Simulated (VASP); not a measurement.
# Cu3ReSe4 (P-43m) in VASP: single point with PBE

Aim: the single point of Cu3ReSe4 with PBE.

Program: VASP 6.6.1. These are calculated values, not measurements. Logs are shortened: lines on timing, memory, paths and dates and some standing lists are left out, and cuts for length are marked.

### Step 1. The cell of the first run

The structure is cubic, space group P-43m (No. 215). Conventional cell: a = 5.652 Å, b = 5.652 Å, c = 5.652 Å, α = 90.00°, β = 90.00°, γ = 90.00°. Within 3.2 Å of Cu (site symmetry -42m) lie 4 Se at 2.43 Å and 2 Re at 2.83 Å. Re (site symmetry -43m) has 4 Se at 2.39 Å and 6 Cu at 2.83 Å within 3.2 Å. Within 3.2 Å of Se (site symmetry 3m) lie 1 Re at 2.39 Å and 3 Cu at 2.43 Å.

### Step 2. Single point, PBE

File POSCAR:

```
Cu3ReSe4
1.0
    5.6519620000      0.0000000000      0.0000000000
    0.0000000000      5.6519620000      0.0000000000
    0.0000000000      0.0000000000      5.6519620000
Cu Re Se
3 1 4
Direct
    0.0000000000      0.5000000000      0.5000000000
    0.5000000000      0.0000000000      0.5000000000
    0.5000000000      0.5000000000      0.0000000000
    0.5000000000      0.5000000000      0.5000000000
    0.2554000000      0.2554000000      0.2554000000
    0.2554000000      0.7446000000      0.7446000000
    0.7446000000      0.7446000000      0.2554000000
    0.7446000000      0.2554000000      0.7446000000
```

File INCAR.step1:

```
SYSTEM = Cu3ReSe4
  PREC = Accurate
  ENCUT = 520
  EDIFF = 1E-6
  ISMEAR = -1
  SIGMA = 0.1
  LREAL = .False.
  LASPH = .True.
  NELM = 60
  ALGO = Normal
  ISIF = 2
  LWAVE = .False.
  LCHARG = .True.
  LMAXMIX = 4
  GGA = PE
  NBANDS = 42
  NELECT = 65.0
```

File KPOINTS.step1:

```
regular mesh
0
Gamma
  6 6 6
  0 0 0
```

File INCAR.step2:

```
SYSTEM = Cu3ReSe4
  PREC = Accurate
  ENCUT = 520
  EDIFF = 1E-6
  ISMEAR = -5
  SIGMA = 0.1
  LREAL = .False.
  LASPH = .True.
  NELM = 60
  ALGO = Normal
  ISIF = 2
  LWAVE = .False.
  LCHARG = .False.
  LMAXMIX = 4
  GGA = PE
  LORBIT = 11
  NBANDS = 42
  NEDOS = 2001
  ICHARG = 11
  NELECT = 65.0
```

File KPOINTS.step2:

```
regular mesh
0
Gamma
  9 9 9
  0 0 0
```

Potentials or basis: VASP PAW PBE potentials, release 64 (Cu, Re, Se).

On the command line:

```
$ cat potpaw_PBE.64/Cu/POTCAR potpaw_PBE.64/Re/POTCAR potpaw_PBE.64/Se/POTCAR > POTCAR
$ cp INCAR.step1 INCAR
$ cp KPOINTS.step1 KPOINTS
$ mpirun -np 1 vasp_std > vasp.out
$ cp INCAR.step2 INCAR
$ cp KPOINTS.step2 KPOINTS
$ mpirun -np 1 vasp_std > vasp.out
```

OUTCAR:

```text
SYSTEM = Cu3ReSe4
   PREC = Accurate
   ENCUT = 520
   EDIFF = 1E-6
   ISMEAR = -5
   LREAL = .False.
   LASPH = .True.
   NELM = 60
   ISIF = 2
   GGA = PE
   LORBIT = 11
   ICHARG = 11
   NELECT = 65.0

 ion  position               nearest neighbor table
   1  0.000  0.500  0.500-   5 2.43   6 2.43   7 2.43   8 2.43   4 2.83   4 2.83
   2  0.500  0.000  0.500-   5 2.43   6 2.43   7 2.43   8 2.43   4 2.83   4 2.83
   3  0.500  0.500  0.000-   5 2.43   6 2.43   7 2.43   8 2.43   4 2.83   4 2.83
   4  0.500  0.500  0.500-   5 2.39   6 2.39   7 2.39   8 2.39   2 2.83   3 2.83   1 2.83   3 2.83
                             2 2.83   1 2.83
   5  0.255  0.255  0.255-   4 2.39   2 2.43   3 2.43   1 2.43
   6  0.255  0.745  0.745-   4 2.39   2 2.43   3 2.43   1 2.43
   7  0.745  0.745  0.255-   4 2.39   2 2.43   3 2.43   1 2.43
   8  0.745  0.255  0.745-   4 2.39   2 2.43   3 2.43   1 2.43

  LATTYP: Found a simple cubic cell.
 ALAT       =     5.6519620000

  Lattice vectors:

 A1 = (   5.6519620000,   0.0000000000,   0.0000000000)
 A2 = (   0.0000000000,   5.6519620000,   0.0000000000)
 A3 = (   0.0000000000,   0.0000000000,   5.6519620000)

Analysis of symmetry for initial positions (statically):
=====================================================================
 Subroutine PRICEL returns:
 Original cell was already a primitive cell.

 Routine SETGRP: Setting up the symmetry group for a
 simple cubic supercell.

 Subroutine GETGRP returns: Found 24 space group operations
 (whereof 24 operations were pure point group operations)
 out of a pool of 48 trial point group operations.

The static configuration has the point symmetry T_d .

Analysis of symmetry for dynamics (positions and initial velocities):
=====================================================================
 Subroutine PRICEL returns:
 Original cell was already a primitive cell.

 Routine SETGRP: Setting up the symmetry group for a
 simple cubic supercell.

 Subroutine GETGRP returns: Found 24 space group operations
 (whereof 24 operations were pure point group operations)
 out of a pool of 48 trial point group operations.

The dynamic configuration has the point symmetry T_d .

 Subroutine INISYM returns: Found 24 space group operations
 (whereof 24 operations are pure point group operations),
 and found     1 'primitive' translations

----------------------------------------------------------------------------------------

                                     Primitive cell

  volume of cell :     180.5501

  direct lattice vectors                    reciprocal lattice vectors
     5.651962000  0.000000000  0.000000000     0.176929710  0.000000000  0.000000000
     0.000000000  5.651962000  0.000000000     0.000000000  0.176929710  0.000000000
     0.000000000  0.000000000  5.651962000     0.000000000  0.000000000  0.176929710

  length of vectors
     5.651962000  5.651962000  5.651962000     0.176929710  0.176929710  0.176929710

  position of ions in fractional coordinates (direct lattice)
     0.000000000  0.500000000  0.500000000
     0.500000000  0.000000000  0.500000000
     0.500000000  0.500000000  0.000000000
     0.500000000  0.500000000  0.500000000
     0.255400000  0.255400000  0.255400000
     0.255400000  0.744600000  0.744600000
     0.744600000  0.744600000  0.255400000
     0.744600000  0.255400000  0.744600000

  ion indices of the primitive-cell ions
   primitive index   ion index
                 1           1
                 2           2
                 3           3
                 4           4
                 5           5
                 6           6
                 7           7
                 8           8

----------------------------------------------------------------------------------------

 KPOINTS: regular mesh

Automatic generation of k-mesh.
 Grid dimensions read from file:
 generate k-points for:    9    9    9

 Generating k-lattice:

  Cartesian coordinates                     Fractional coordinates (reciprocal lattice)
     0.019658857  0.000000000  0.000000000     0.111111111  0.000000000  0.000000000
     0.000000000  0.019658857  0.000000000     0.000000000  0.111111111  0.000000000
     0.000000000  0.000000000  0.019658857     0.000000000  0.000000000  0.111111111

  Length of vectors
     0.019658857  0.019658857  0.019658857

  Shift w.r.t. Gamma in fractional coordinates (k-lattice)
     0.000000000  0.000000000  0.000000000

 TETIRR: Found    353 inequivalent tetrahedra from     4374

 Subroutine IBZKPT returns following result:
 ===========================================

 Found     35 irreducible k-points:

 Following reciprocal coordinates:
            Coordinates               Weight
  0.000000  0.000000  0.000000      1.000000
  0.111111  0.000000  0.000000      6.000000
  0.222222  0.000000  0.000000      6.000000
  0.333333  0.000000  0.000000      6.000000
  0.444444  0.000000  0.000000      6.000000
  0.111111  0.111111  0.000000     12.000000
[... 16 lines left out ...]
  0.333333  0.333333  0.111111     24.000000
  0.444444  0.333333  0.111111     48.000000
 [... further k-points ...]
   k-points           NKPTS =     35   k-points in BZ     NKDIM =     35   number of bands    NBANDS=     42
   number of dos      NEDOS =   2001   number of ions     NIONS =      8
   total plane-waves  NPLWV =  74088
   dimension x,y,z NGX =    42 NGY =   42 NGZ =   42
   dimension x,y,z NGXF=    84 NGYF=   84 NGZF=   84
   ions per type =               3   1   4
   NGX,Y,Z   is equivalent  to a cutoff of  12.35, 12.35, 12.35 a.u.
   NGXF,Y,Z  is equivalent  to a cutoff of  24.71, 24.71, 24.71 a.u.
 SYSTEM =  Cu3ReSe4
   PREC   = accura    normal or accurate (medium, high low for compatibility)
   ISTART =      0    job   : 0-new  1-cont  2-samecut
   ICHARG =     11    charge: 1-file 2-atom 10-const
   ISPIN  =      1    spin polarized calculation?
   LNONCOLLINEAR =      F non collinear calculations
   LSORBIT =      F    spin-orbit coupling
   LASPH  =      T    aspherical Exc in radial PAW
   ENCUT  =  520.0 eV  38.22 Ry    6.18 a.u.  10.51 10.51 10.51*2*pi/ulx,y,z
   NELM   =     60;   NELMIN=  2; NELMDL=  0     # of ELM steps
   EDIFF  = 0.1E-05   stopping-criterion for ELM
   LREAL  =      F    real-space projection
   EDIFFG = 0.1E-04   stopping-criterion for IOM
   NSW    =      0    number of steps for IOM
   IBRION =     -1    ionic relax: 0-MD 1-quasi-New 2-CG
   NFREE  =      0    steps in history (QN), initial steepest desc. (CG)
   ISIF   =      2    stress and relaxation
   ISYM   =      2    0-nonsym 1-usesym 2-fastsym
   POTIM  = 0.5000    time-step for ionic-motion
   TEBEG  =    0.0;   TEEND  =   0.0 temperature during run
   PSTRESS=    0.0 pullay stress
   NELECT =      65.0000    total number of electrons
   NUPDOWN=      -1.0000    fix difference up-down
   EMIN   =  10.00;   EMAX   =-10.00  energy-range for DOS
   EFERMI =   0.00;   METHOD = LEGACY
   ISMEAR =    -5;   SIGMA  =   0.10  broadening in eV -4-tet -1-fermi 0-gaus
   EFERMI_NEDOS =   21; number of points for ismear=-14 and -15
   IALGO  =     38    algorithm
   IMIX   =      4    mixing-type and parameters
     AMIX     =   0.40;   BMIX     =  1.00
     AMIX_MAG =   1.60;   BMIX_MAG =  1.00
  volume/ion in A,a.u.               =      22.57       152.30
  Fermi-wavevector in a.u.,A,eV,Ry     =   1.164609  2.200791 18.453766  1.356314
  Thomas-Fermi vector in A             =   2.301145
   LORBIT       =     11    0 simple, 1 ext, 2 COOP (PROOUT), +10 PAW based schemes
   GGA     = PE    functional components
   LHFCALC =     F    Hartree Fock is set to
   AEXX    =    0.0000 exact exchange contribution
   IVDW    =     0    specifies the selected vdW correction
   LEPSILON=     F    determine dielectric tensor
   LRPA    =     F    only Hartree local field effects (RPA)
 non-spin polarized calculation
 Fermi weights with tetrahedron method with Bloechl corrections
  energy-cutoff  :      520.00
  volume of cell :      180.55
 maximum number of plane-waves:      4945
 NGX is ok and might be reduce to    42

 number of electron      65.0000002 magnetization

 Free energy of the ion-electron system (eV)
  ---------------------------------------------------
  ext. energy  EPLUGINS =         0.00000000
  ---------------------------------------------------
  free energy    TOTEN  =       -33.79544038 eV

  energy without entropy =      -33.79544038  energy(sigma->0) =      -33.79544038

 E-fermi :   4.4966     XC(G=0):  -9.5409

 val. band max:        4.4911596103   @ k =   0.2222   0.1111   0.0000
 cond. band min:       4.4870909404   @ k =   0.4444   0.2222   0.2222
 fundamental gap:     -0.0040686699
 Fermi energy:         4.4965966712

 k-point     1 :       0.0000    0.0000    0.0000
  band No.  band energies     occupation
      1     -10.9133      2.00000
      2      -9.8087      2.00000
      3      -9.8087      2.00000
      4      -9.8087      2.00000
      5      -2.7613      2.00000
      6      -2.7613      2.00000
[... 34 lines left out ...]
     41       8.3013      0.00000
     42       8.3371      0.00000

 k-point     2 :       0.1111    0.0000    0.0000
  band No.  band energies     occupation
      1     -10.8884      2.00000
      2      -9.8410      2.00000
      3      -9.8084      2.00000
      4      -9.8084      2.00000
      5      -2.7346      2.00000
      6      -2.7081      2.00000
[... 979 lines left out ...]
     41       9.2319      0.00000
     42       9.7631      0.00000

 k-point    24 :       0.4444    0.3333    0.1111
  band No.  band energies     occupation
      1     -10.4429      2.00000
      2     -10.0840      2.00000
      3      -9.9766      2.00000
      4      -9.8915      2.00000
      5      -2.2857      2.00000
      6      -2.0670      2.00000
[... 34 lines left out ...]
     41       9.4432      0.00000
     42       9.8722      0.00000

 [... further k-points ...]
[... 5 lines left out ...]
  --------------------------------------------------------------------------------------
  -------------------------------------------------------------------------------------
  Total       16.3619930     16.3619930     16.3619930      0.0000000      0.0000000     -0.0000000
  in kB      145.1941390    145.1941390    145.1941390      0.0000000      0.0000000     -0.0000000
  external PRESSURE =     145.1941390 kB  Pullay stress =       0.0000000 kB

 VOLUME and BASIS-vectors are now :
 -----------------------------------------------------------------------------
  energy-cutoff  :      520.00
  volume of cell :      180.55
      direct lattice vectors                 reciprocal lattice vectors
     5.651962000  0.000000000  0.000000000     0.176929710  0.000000000  0.000000000
     0.000000000  5.651962000  0.000000000     0.000000000  0.176929710  0.000000000
     0.000000000  0.000000000  5.651962000     0.000000000  0.000000000  0.176929710

 POSITION                                       TOTAL-FORCE (eV/Angst)
 -----------------------------------------------------------------------------------
      0.00000      2.82598      2.82598         0.000000      0.000000     -0.000000
      2.82598      0.00000      2.82598         0.000000      0.000000      0.000000
      2.82598      2.82598      0.00000        -0.000000      0.000000      0.000000
      2.82598      2.82598      2.82598        -0.000000      0.000000      0.000000
      1.44351      1.44351      1.44351        -0.608101     -0.608101     -0.608101
      1.44351      4.20845      4.20845        -0.608101      0.608101      0.608101
      4.20845      4.20845      1.44351         0.608101      0.608101     -0.608101
      4.20845      1.44351      4.20845         0.608101     -0.608101      0.608101
 -----------------------------------------------------------------------------------
    total drift:                                0.000000      0.000000      0.000000

  FREE ENERGIE OF THE ION-ELECTRON SYSTEM (eV)
  ---------------------------------------------------
  free  energy   TOTEN  =       -33.7954403819 eV

  energy  without entropy=      -33.7954403819  energy(sigma->0) =      -33.79544038

 total charge

# of ion       s       p       d       tot
------------------------------------------
    1        0.388   0.377   9.261  10.026
    2        0.388   0.377   9.261  10.026
    3        0.388   0.377   9.261  10.026
    4        0.536   0.523   5.148   6.207
    5        1.461   2.370   0.076   3.906
    6        1.461   2.370   0.076   3.906
    7        1.461   2.370   0.076   3.906
    8        1.461   2.370   0.076   3.906
--------------------------------------------------
tot          7.543  11.134  33.234  51.911
```

Wall time 5.1 min (1 thread of AMD EPYC 7R13 (Zen 3), shared host); peak memory 0.36 GiB.

Results:

```
Valence electrons inside the program's atomic spheres : Cu 10.03; Re 6.21; Se 3.91
```

Caveat: the cell carries a net charge on a neutralising background, which shifts energy and pressure; the cell is charged against a uniform background, so pressure and absolute levels hang on convention; spin-orbit coupling is left out, which moves the levels of the heavy elements.
